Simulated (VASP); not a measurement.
Set up this calculation in VASP 6.6.1, as the native input.

| Quantity | Value |
| --- | --- |
| Task | single point |
| Functional | PBE |
| Potentials or basis | VASP PAW PBE potentials, release 64 (Er, F, O, H) |
| Cutoff | 520 eV |
| k mesh | 1 × 1 × 1 |
| Occupations | gaussian, width 0.01 eV |
| Spin | collinear spin, ferromagnetic start |
| Starting moments | [3.0, 0.0, 0.0, 0.0, 0.0, 0.0, 0.0] μB |
| Dipole correction | no |
| Further INCAR settings | ALGO = Normal; EDIFF = 1e-06; NBANDS = 38; NELMDL = -8 |

The structure of ErF3OH2 lies in POSCAR:

```
ErH2OF3
1.0
   11.7300000000      0.0000000000      0.0000000000
    0.0000000000     12.3200000000      0.0000000000
    0.0000000000      0.0000000000     12.3200000000
Er F O H
1 3 1 2
Direct
    0.5308823500      0.4510779200      0.5486534100
    0.6167809000      0.5636282500      0.6344715900
    0.4147519200      0.3661712700      0.6335600600
    0.6167809000      0.3652597400      0.4361030800
    0.4157877200      0.5639431800      0.4357881500
    0.3836317100      0.6344715900      0.4551745100
    0.3836317100      0.5445568200      0.3652597400
```

These files were run (other wordings do the same):

INCAR

```
SYSTEM = ErH2OF3
PREC     = Accurate       ! precision mode
ENCUT    = 520            ! plane-wave cutoff, eV
EDIFF    = 1E-6           ! SCF threshold, eV
ISMEAR   = 0              ! smearing method
SIGMA    = 0.01           ! smearing width, eV
LREAL    = .False.        ! projectors in reciprocal space
LASPH    = .True.         ! aspherical terms in the spheres
NELM     = 200            ! most SCF steps
ALGO     = Normal         ! electronic algorithm
ISIF     = 2              ! what is computed and relaxed
LWAVE    = .False.        ! write WAVECAR
LCHARG   = .False.        ! write CHGCAR
ISPIN    = 2              ! spin polarisation
MAGMOM   = 3 0 0 0 0 0 0  ! initial moments
LORBIT   = 11             ! projections on sites
LMAXMIX  = 6              ! l up to which the mixer works
GGA      = PE             ! functional
NBANDS   = 38             ! bands
GGA_COMPAT= .False.      
NELMDL   = -8
```

KPOINTS

```
regular mesh
0
Gamma
  1 1 1
  0 0 0
```

Potentials or basis: VASP PAW PBE potentials, release 64 (Er, F, O, H).

Command:

```console
$ cat potpaw_PBE.64/Er/POTCAR potpaw_PBE.64/F/POTCAR potpaw_PBE.64/O/POTCAR potpaw_PBE.64/H/POTCAR > POTCAR
$ mpirun -np 1 vasp_gam > vasp.out
```

It gave:

```json
{
 "Largest force": "0.326 eV/Å",
 "Gap between the frontier levels": "1.07 eV",
 "Net moment": "3.00 μB per cell",
 "Site moments": "Er +2.90; F +0.01; O -0.00; H -0.00 μB",
 "Valence electrons inside the program's atomic spheres": "Er 19.58; F 6.08; O 5.21; H 0.72"
}
```

Caveat: the magnetic or orbital state may not be the lowest; spin-orbit coupling is left out, which moves the levels of the heavy elements; semilocal functionals describe open f shells poorly, which spoils levels, moments and volumes.

Run time: 28 min on 1 thread of Intel(R) Xeon(R) Platinum 8375C CPU @ 2.90GHz (Ice Lake) (shared host), peak memory 2.1 GiB.
